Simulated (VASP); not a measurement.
GeSb2:

```
Ge Sb
1.0
     5.24469    0.00000    0.00000
     0.00000    6.40110    0.00000
     0.00000    0.00000    3.99600
Ge Sb
2 4
Direct
  0.00000 0.00000 0.00000
  0.50000 0.50000 0.50000
  0.20040 0.37870 0.00000
  0.79960 0.62130 0.00000
  0.70040 0.12130 0.50000
  0.29960 0.87870 0.50000
```

- Program: VASP 6.6.1
- Task: relaxation of cell and atoms
- Functional: PBE
- Potentials or basis: VASP PAW PBE potentials, release 64 (Ge_d, Sb)
- Cutoff: 500 eV
- k mesh: 4 × 4 × 4
- Occupations: gaussian, width 0.1 eV
- Spin: no spin polarisation

At the start: pressure 22.3 GPa; volume 22.36 Å³/atom.

Q: Where does the relaxation end?

A: Over 19 steps the energy falls by 388.6 meV/atom and the volume is 27.87 Å³/atom (+24.7 %); space group Pnnm (No. 58, to 0.1 Å) before and after.

Step by step:
```
step  energy change (eV)  largest force (eV/Å)  pressure (GPa)  volume (Å³)
   1              0.0000                0.7433           22.31       134.15
   2             -1.3705                0.6330           -5.95       204.07
   3             -2.1126                0.4063            0.07       171.35
   4             -2.1521                0.2972           -0.01       172.05
   5             -2.1903                0.2591           -0.06       174.02
   6             -2.1946                0.1307           -0.09       173.51
   7             -2.1947                0.1445           -0.09       173.58
   8             -2.2083                0.1656           -0.14       173.27
   9             -2.2528                0.2479           -0.27       172.21
  10             -2.2643                0.2425           -0.39       169.51
  11             -2.2831                0.2687           -0.35       171.23
  12             -2.2888                0.2698           -0.41       170.50
  13             -2.2939                0.2454           -0.40       170.05
  14             -2.2972                0.1946           -0.33       169.14
  15             -2.3071                0.1676           -0.24       168.72
  16             -2.3266                0.0845            0.07       167.44
  17             -2.3130                0.1372            0.97       164.85
  18             -2.3302                0.0441            0.33       166.64
  19             -2.3313                0.0217            0.13       167.24
```

Final structure:
```
Ge Sb
1.0
     5.76267    0.00000    0.00000
     0.00000    7.43333    0.00000
     0.00000    0.00000    3.90430
Ge Sb
2 4
Direct
  0.00000 0.00000 0.00000
  0.50000 0.50000 0.50000
  0.18207 0.36753 0.00000
  0.81793 0.63247 0.00000
  0.68207 0.13247 0.50000
  0.31793 0.86753 0.50000
```

Caveat: the k points lie up to 0.40 Å⁻¹ apart in the final cell, too coarse for converged energies and pressures of a metal; the volume moved by over 15 % at a fixed basis, so the end points are rough.
